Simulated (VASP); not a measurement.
# MgB2 (base) (P6/mmm) in VASP: notebook

The runs below take MgB2 (base) through single point, relaxation of cell and atoms, with PBE.

Program: VASP 6.6.1. These are calculated values, not measurements. Logs are shortened: lines on timing, memory, paths and dates and some standing lists are left out, and cuts for length are marked.

### 1 The cell of the first run

The structure is hexagonal, space group P6/mmm (No. 191). The conventional cell has a = 3.073 Å, b = 3.073 Å, c = 3.532 Å, α = 90.00°, β = 90.00°, γ = 120.00°. Mg (site symmetry 6/mmm) has 12 B at 2.50 Å and 6 Mg at 3.07 Å within 3.3 Å. B (site symmetry -6m2) has 3 B at 1.77 Å within 2.4 Å.

### 2 Single point, PBE

Contents of INCAR:

```
PREC     = Accurate       # precision mode
ENCUT    = 520            # plane-wave cutoff, eV
EDIFF    = 1E-6           # SCF threshold, eV
ISMEAR   = 0              # smearing method
SIGMA    = 0.1            # smearing width, eV
LREAL    = F              # projectors in reciprocal space
LASPH    = T              # aspherical terms in the spheres
NELM     = 60             # most SCF steps
ALGO     = Normal         # electronic algorithm
ISIF     = 2              # what is computed and relaxed
LWAVE    = F              # write WAVECAR
LCHARG   = F              # write CHGCAR
GGA      = PE             # functional
NBANDS   = 11             # bands
```

Contents of KPOINTS:

```
regular mesh
0
Gamma
  15 15 12
```

Contents of POSCAR:

```
MgB2
1.0
    3.0728984616      0.0000000000      0.0000000000
   -1.5364492308      2.6612081310      0.0000000000
    0.0000000000      0.0000000000      3.5320019510
Mg B
1 2
Direct
    0.0000000000      0.0000000000      0.0000000000
    0.3333333333      0.6666666667      0.5000000000
    0.6666666667      0.3333333333      0.5000000000
```

Potentials or basis: VASP PAW PBE potentials, release 64 (Mg, B).

The run is started by

```console
$ cat potpaw_PBE.64/Mg/POTCAR potpaw_PBE.64/B/POTCAR > POTCAR
$ mpirun -np 1 vasp_std > vasp.out
```

OUTCAR:

```text
PREC = Accurate
   ENCUT = 520
   EDIFF = 1E-6
   ISMEAR = 0
   LREAL = F
   LASPH = T
   NELM = 60
   ISIF = 2
   GGA = PE

 ion  position               nearest neighbor table
   1  0.000  0.000  0.000-   2 2.50   3 2.50   2 2.50   3 2.50   3 2.50   3 2.50   2 2.50   2 2.50
                             3 2.50   3 2.50   2 2.50   2 2.50
   2  0.333  0.667  0.500-   3 1.77   3 1.77   3 1.77   1 2.50   1 2.50   1 2.50   1 2.50   1 2.50
                             1 2.50
   3  0.667  0.333  0.500-   2 1.77   2 1.77   2 1.77   1 2.50   1 2.50   1 2.50   1 2.50   1 2.50
                             1 2.50

  LATTYP: Found a hexagonal cell.
 ALAT       =     3.0728984616
 C/A-ratio  =     1.1494040546

  Lattice vectors:

 A1 = (   3.0728984616,   0.0000000000,   0.0000000000)
 A2 = (  -1.5364492308,   2.6612081310,   0.0000000000)
 A3 = (   0.0000000000,   0.0000000000,   3.5320019510)

Analysis of symmetry for initial positions (statically):
=====================================================================
 Subroutine PRICEL returns:
 Original cell was already a primitive cell.

 Routine SETGRP: Setting up the symmetry group for a
 hexagonal supercell.

 Subroutine GETGRP returns: Found 24 space group operations
 (whereof 24 operations were pure point group operations)
 out of a pool of 24 trial point group operations.

The static configuration has the point symmetry D_6h.

Analysis of symmetry for dynamics (positions and initial velocities):
=====================================================================
 Subroutine PRICEL returns:
 Original cell was already a primitive cell.

 Routine SETGRP: Setting up the symmetry group for a
 hexagonal supercell.

 Subroutine GETGRP returns: Found 24 space group operations
 (whereof 24 operations were pure point group operations)
 out of a pool of 24 trial point group operations.

The dynamic configuration has the point symmetry D_6h.

 Subroutine INISYM returns: Found 24 space group operations
 (whereof 24 operations are pure point group operations),
 and found     1 'primitive' translations

----------------------------------------------------------------------------------------

                                     Primitive cell

  volume of cell :      28.8834

  direct lattice vectors                    reciprocal lattice vectors
     3.072898462  0.000000000  0.000000000     0.325425657  0.187884591  0.000000000
    -1.536449231  2.661208131  0.000000000     0.000000000  0.375769181  0.000000000
     0.000000000  0.000000000  3.532001951     0.000000000  0.000000000  0.283125551

  length of vectors
     3.072898462  3.072898462  3.532001951     0.375769181  0.375769181  0.283125551

  position of ions in fractional coordinates (direct lattice)
     0.000000000  0.000000000  0.000000000
     0.333333333  0.666666667  0.500000000
     0.666666667  0.333333333  0.500000000

  ion indices of the primitive-cell ions
   primitive index   ion index
                 1           1
                 2           2
                 3           3

----------------------------------------------------------------------------------------

 KPOINTS: regular mesh

Automatic generation of k-mesh.
 Grid dimensions read from file:
 generate k-points for:   15   15   12

 Generating k-lattice:

  Cartesian coordinates                     Fractional coordinates (reciprocal lattice)
     0.021695044  0.012525639  0.000000000     0.066666667  0.000000000  0.000000000
     0.000000000  0.025051279  0.000000000     0.000000000  0.066666667  0.000000000
     0.000000000  0.000000000  0.023593796     0.000000000  0.000000000  0.083333333

  Length of vectors
     0.025051279  0.025051279  0.023593796

  Shift w.r.t. Gamma in fractional coordinates (k-lattice)
     0.000000000  0.000000000  0.000000000

 Subroutine IBZKPT returns following result:
 ===========================================

 Found    189 irreducible k-points:

 Following reciprocal coordinates:
            Coordinates               Weight
  0.000000  0.000000  0.000000      1.000000
  0.066667  0.000000  0.000000      6.000000
  0.133333  0.000000  0.000000      6.000000
  0.200000 -0.000000  0.000000      6.000000
  0.266667  0.000000  0.000000      6.000000
  0.333333 -0.000000  0.000000      6.000000
[... 16 lines left out ...]
  0.333333  0.200000  0.000000     12.000000
  0.400000  0.200000  0.000000      6.000000
 [... further k-points ...]
   k-points           NKPTS =    189   k-points in BZ     NKDIM =    189   number of bands    NBANDS=     11
   number of dos      NEDOS =    301   number of ions     NIONS =      3
   total plane-waves  NPLWV =  16128
   dimension x,y,z NGX =    24 NGY =   24 NGZ =   28
   dimension x,y,z NGXF=    48 NGYF=   48 NGZF=   56
   ions per type =               1   2
   NGX,Y,Z   is equivalent  to a cutoff of  12.98, 12.98, 13.18 a.u.
   NGXF,Y,Z  is equivalent  to a cutoff of  25.97, 25.97, 26.36 a.u.
 SYSTEM =  unknown system
   PREC   = accura    normal or accurate (medium, high low for compatibility)
   ISTART =      0    job   : 0-new  1-cont  2-samecut
   ICHARG =      2    charge: 1-file 2-atom 10-const
   ISPIN  =      1    spin polarized calculation?
   LNONCOLLINEAR =      F non collinear calculations
   LSORBIT =      F    spin-orbit coupling
   LASPH  =      T    aspherical Exc in radial PAW
   ENCUT  =  520.0 eV  38.22 Ry    6.18 a.u.   5.71  5.71  6.57*2*pi/ulx,y,z
   NELM   =     60;   NELMIN=  2; NELMDL= -5     # of ELM steps
   EDIFF  = 0.1E-05   stopping-criterion for ELM
   LREAL  =      F    real-space projection
   EDIFFG = 0.1E-04   stopping-criterion for IOM
   NSW    =      0    number of steps for IOM
   IBRION =     -1    ionic relax: 0-MD 1-quasi-New 2-CG
   NFREE  =      0    steps in history (QN), initial steepest desc. (CG)
   ISIF   =      2    stress and relaxation
   ISYM   =      2    0-nonsym 1-usesym 2-fastsym
   POTIM  = 0.5000    time-step for ionic-motion
   TEBEG  =    0.0;   TEEND  =   0.0 temperature during run
   PSTRESS=    0.0 pullay stress
   NELECT =       8.0000    total number of electrons
   NUPDOWN=      -1.0000    fix difference up-down
   EMIN   =  10.00;   EMAX   =-10.00  energy-range for DOS
   EFERMI =   0.00;   METHOD = LEGACY
   ISMEAR =     0;   SIGMA  =   0.10  broadening in eV -4-tet -1-fermi 0-gaus
   EFERMI_NEDOS =   21; number of points for ismear=-14 and -15
   IALGO  =     38    algorithm
   IMIX   =      4    mixing-type and parameters
     AMIX     =   0.40;   BMIX     =  1.00
     AMIX_MAG =   1.60;   BMIX_MAG =  1.00
  volume/ion in A,a.u.               =       9.63        64.97
  Fermi-wavevector in a.u.,A,eV,Ry     =   1.067142  2.016606 15.494203  1.138792
  Thomas-Fermi vector in A             =   2.202749
   LORBIT       =      0    0 simple, 1 ext, 2 COOP (PROOUT), +10 PAW based schemes
   GGA     = PE    functional components
   LHFCALC =     F    Hartree Fock is set to
   AEXX    =    0.0000 exact exchange contribution
   IVDW    =     0    specifies the selected vdW correction
   LEPSILON=     F    determine dielectric tensor
   LRPA    =     F    only Hartree local field effects (RPA)
 non-spin polarized calculation
 Gauss-broadening in eV      SIGMA  =   0.10
  energy-cutoff  :      520.00
  volume of cell :       28.88
 maximum number of plane-waves:       793
 NGX is ok and might be reduce to    24
   NGX = 11   NGY = 11   NGZ = 13

 number of electron       8.0000000 magnetization

 Free energy of the ion-electron system (eV)
  ---------------------------------------------------
  ext. energy  EPLUGINS =         0.00000000
  ---------------------------------------------------
  free energy    TOTEN  =       -15.32519245 eV

  energy without entropy =      -15.32146268  energy(sigma->0) =      -15.32332757

 E-fermi :   5.2920     XC(G=0): -10.9295

 val. band max:        5.2913168480   @ k =   0.0667   0.0000   0.0000
 cond. band min:       5.2973058034   @ k =   0.1333   0.0000   0.3333
 fundamental gap:      0.0059889554
 Fermi energy:         5.2919599929

 k-point     1 :       0.0000    0.0000    0.0000
  band No.  band energies     occupation
      1      -7.1499      2.00000
      2       2.2906      2.00000
      3       5.6945      0.00000
      4       5.6945      0.00000
      5       6.8647      0.00000
      6      11.6883      0.00000
      7      11.6883      0.00000
      8      13.5389      0.00000
      9      15.3180      0.00000
     10      18.0929      0.00000
     11      21.4712      0.00000

 k-point     2 :       0.0667    0.0000    0.0000
  band No.  band energies     occupation
      1      -7.0722      2.00000
      2       2.3667      2.00000
      3       5.2913      1.00726
      4       5.5054      0.00255
      5       6.9344      0.00000
      6      11.6412      0.00000
      7      12.0349      0.00000
      8      13.7046      0.00000
      9      15.0356      0.00000
     10      18.4884      0.00000
     11      21.0777      0.00000

 k-point     3 :       0.1333    0.0000    0.0000
  band No.  band energies     occupation
      1      -6.8397      2.00000
      2       2.5940      2.00000
      3       4.2775      2.00000
      4       5.0482      1.99943
      5       7.1506      0.00000
      6      11.3960      0.00000
      7      12.9597      0.00000
      8      14.1717      0.00000
      9      14.2515      0.00000
     10      19.5301      0.00000
     11      20.2843      0.00000
[... 267 lines left out ...]
 k-point    23 :       0.3333    0.2000    0.0000
  band No.  band energies     occupation
      1      -3.4932      2.00000
      2      -1.2830      2.00000
      3       0.9848      2.00000
      4       5.6566      0.00000
      5       8.4927      0.00000
      6      10.3208      0.00000
      7      11.7239      0.00000
      8      13.4715      0.00000
      9      14.9777      0.00000
     10      17.1525      0.00000
     11      18.1439      0.00000

 k-point    24 :       0.4000    0.2000    0.0000
  band No.  band energies     occupation
      1      -2.7771      2.00000
      2      -2.0955      2.00000
      3       0.8906      2.00000
      4       6.0537      0.00000
      5       8.0126      0.00000
      6      10.8889      0.00000
      7      11.2466      0.00000
      8      13.3963      0.00000
      9      14.8272      0.00000
     10      17.1555      0.00000
     11      19.1374      0.00000

 [... further k-points ...]

------------------------ aborting loop because EDIFF is reached ----------------------------------------

  FORCE on cell =-STRESS in cart. coord.  units (eV):
  Direction    XX          YY          ZZ          XY          YZ          ZX
  --------------------------------------------------------------------------------------
  -------------------------------------------------------------------------------------
  Total       -0.0362982     -0.0362982     -0.0700164     -0.0000000     -0.0000000     -0.0000000
  in kB       -2.0134812     -2.0134812     -3.8838497     -0.0000000     -0.0000000     -0.0000000
  external PRESSURE =      -2.6369374 kB  Pullay stress =       0.0000000 kB

 VOLUME and BASIS-vectors are now :
 -----------------------------------------------------------------------------
  energy-cutoff  :      520.00
  volume of cell :       28.88
      direct lattice vectors                 reciprocal lattice vectors
     3.072898462  0.000000000  0.000000000     0.325425657  0.187884591  0.000000000
    -1.536449231  2.661208131  0.000000000     0.000000000  0.375769181  0.000000000
     0.000000000  0.000000000  3.532001951     0.000000000  0.000000000  0.283125551

 POSITION                                       TOTAL-FORCE (eV/Angst)
 -----------------------------------------------------------------------------------
      0.00000      0.00000      0.00000        -0.000000      0.000000      0.000000
     -0.00000      1.77414      1.76600        -0.000000     -0.000000     -0.000000
      1.53645      0.88707      1.76600         0.000000     -0.000000      0.000000
 -----------------------------------------------------------------------------------
    total drift:                                0.000000     -0.000000      0.000000

  FREE ENERGIE OF THE ION-ELECTRON SYSTEM (eV)
  ---------------------------------------------------
  free  energy   TOTEN  =       -15.3251924506 eV

  energy  without entropy=      -15.3214626840  energy(sigma->0) =      -15.32332757
```

Wall time 23 s (1 thread of AMD EPYC 9R45 (Zen 5), shared host); peak memory 0.16 GiB.

What came out:

* Free energy: -15.3252 eV
* Pressure: -0.3 GPa
* Band gap on the k mesh: zero (band 4 reaches 7.07 eV, above the bottom of band 5 at 3.30 eV)

### 3 Single point, PBE

Contents of INCAR:

```
SYSTEM = MgB2
ALGO = Normal
EDIFF = 1E-7
ENCUT = 520
GGA = PE
ISIF = 2
ISMEAR = -1
LASPH = .True.
LCHARG = .True.
LELF = .True.
LREAL = .False.
LVHAR = .True.
LWAVE = .False.
NBANDS = 11
NELM = 80
PREC = Accurate
SIGMA = 0.15
```

Contents of KPOINTS:

```
k-points
0
Gamma
  15 15 12
  0 0 0
```

Contents of POSCAR:

```
MgB2
1.0
    3.0754729958      0.0000000000      0.0000000000
   -1.5377364979      2.6634377430      0.0000000000
    0.0000000000      0.0000000000      3.5258527703
Mg B
1 2
Direct
    0.0000000000      0.0000000000      0.0000000000
    0.3333333333      0.6666666667      0.5000000000
    0.6666666667      0.3333333333      0.5000000000
```

Potentials or basis: VASP PAW PBE potentials, release 64 (Mg, B).

The run is started by

```console
$ cat potpaw_PBE.64/Mg/POTCAR potpaw_PBE.64/B/POTCAR > POTCAR
$ mpirun -np 1 vasp_std > vasp.out
```

Run time: 28 s. Hardware: 1 thread of AMD EPYC 9R45 (Zen 5), shared host; peak memory 0.16 GiB.

It converged, with:

| Quantity | Value |
| --- | --- |
| Free energy | -15.3492 eV |
| Pressure | -0.3 GPa |
| Band gap on the k mesh | zero (band 4 reaches 7.08 eV, above the bottom of band 5 at 3.30 eV) |

Stress tensor (GPa, compression positive):
```
-0.19  0.00  0.00
 0.00 -0.19  0.00
 0.00  0.00 -0.38
```

Levels at points of the mesh, in eV from the Fermi level:
```
           k point  band 2  band 3  band 4  band 5  band 6  band 7
(0.00, 0.00, 0.00)   -2.98    0.39    0.39    1.62    6.37    6.37
(0.00, 0.00, 0.50)   -7.44    0.76    0.76    6.69    6.69    8.03
```

### 4 Relaxation of cell and atoms, PBE

Contents of INCAR:

```
SYSTEM = MgB2
PREC = Accurate
ENCUT = 600
EDIFF = 1E-6
ISMEAR = -1
SIGMA = 0.15
LREAL = .FALSE.
LASPH = .TRUE.
NELM = 80
ALGO = Normal
ISIF = 3
LWAVE = .FALSE.
LCHARG = .FALSE.
GGA = PE
IBRION = 2
NSW = 80
EDIFFG = -0.001
```

Contents of KPOINTS:

```
Automatic mesh
0
G
  15 15 12
  0 0 0
```

Contents of POSCAR:

```
MgB2
1.0
    3.0728984616      0.0000000000      0.0000000000
   -1.5364492308      2.6612081310      0.0000000000
    0.0000000000      0.0000000000      3.5320019510
Mg B
1 2
Direct
    0.0000000000      0.0000000000      0.0000000000
    0.3333333333      0.6666666667      0.5000000000
    0.6666666667      0.3333333333      0.5000000000
```

The run is started by

```console
$ cat potpaw_PBE.64/Mg/POTCAR potpaw_PBE.64/B/POTCAR > POTCAR
$ mpirun -np 1 vasp_std > vasp.out
```

Run time: 65 s. Hardware: 1 thread of AMD EPYC 9R45 (Zen 5), shared host; peak memory 0.18 GiB.

Results (log left out):

| Quantity | Value |
| --- | --- |
| Free energy | -15.3512 eV |
| Relaxed volume | 9.61 Å³/atom |
| Relaxed cell | a = 3.074 Å, b = 3.074 Å, c = 3.521 Å, α = 90.00°, β = 90.00°, γ = 120.00° |
| Space group after relaxing (to 0.05 Å) | P6/mmm (No. 191) |
| Energy gained by relaxing | 0.1 meV/atom |
| Ionic steps | 7 |
| Pressure after relaxing | 0.0 GPa |
| Band gap on the k mesh | zero (band 4 reaches 7.10 eV, above the bottom of band 5 at 3.30 eV) |

The path:
| step | energy change (eV) | largest force (eV/Å) | pressure (GPa) | volume (Å³) |
| --- | --- | --- | --- | --- |
| 1 | 0.0000 | 0.0000 | -0.18 | 28.88 |
| 2 | -0.0002 | 0.0000 | -0.06 | 28.84 |
| 3 | -0.0002 | 0.0000 | -0.01 | 28.82 |
| 4 | -0.0002 | 0.0000 | -0.01 | 28.82 |
| 5 | -0.0002 | 0.0000 | -0.02 | 28.83 |
| 6 | -0.0002 | 0.0000 | -0.02 | 28.83 |
| 7 | -0.0002 | 0.0000 | 0.00 | 28.82 |

Final structure:
```yaml
crystal:
  lattice:
    - [3.07436, 0.00000, 0.00000]
    - [-1.53718, 2.66247, 0.00000]
    - [0.00000, 0.00000, 3.52120]
  atoms:
    - { symbol: Mg, position: [0.00000, 0.00000, 0.00000] }
    - { symbol: B, position: [0.33333, 0.66667, 0.50000] }
    - { symbol: B, position: [0.66667, 0.33333, 0.50000] }
```

Levels at points of the mesh, in eV from the Fermi level:
| k point | band 1 | band 2 | band 3 | band 4 | band 5 | band 6 | band 7 | band 8 |
| --- | --- | --- | --- | --- | --- | --- | --- | --- |
| (0.00, 0.00, 0.00) | -12.45 | -2.97 | 0.38 | 0.38 | 1.64 | 6.37 | 6.37 | 8.21 |
| (0.00, 0.00, 0.50) | -11.18 | -7.45 | 0.76 | 0.76 | 6.69 | 6.69 | 8.03 | 9.96 |

### 5 Overview

```tsv
task	cell	cutoff (eV)	smearing	gap on the mesh (eV)	pressure (GPa)
single point	a = 3.073, b = 3.073, c = 3.532 Å, angles 90.0, 90.0, 120.0°, 3 atoms	520	gaussian 0.1 eV	none	-0.3
single point	a = 3.075, b = 3.075, c = 3.526 Å, angles 90.0, 90.0, 120.0°, 3 atoms	520	fermi-dirac 0.15 eV	none	-0.3
relaxation of cell and atoms	relaxed from a = 3.073, b = 3.073, c = 3.532 Å, angles 90.0, 90.0, 120.0°, 3 atoms	600	fermi-dirac 0.15 eV	none	0.0
```

Alike in all rows: level PBE; potentials or basis VASP PAW PBE potentials, release 64 (Mg, B); no spin polarisation; k mesh 15 × 15 × 12.

Absolute energies hang on the potentials; compare differences alone.
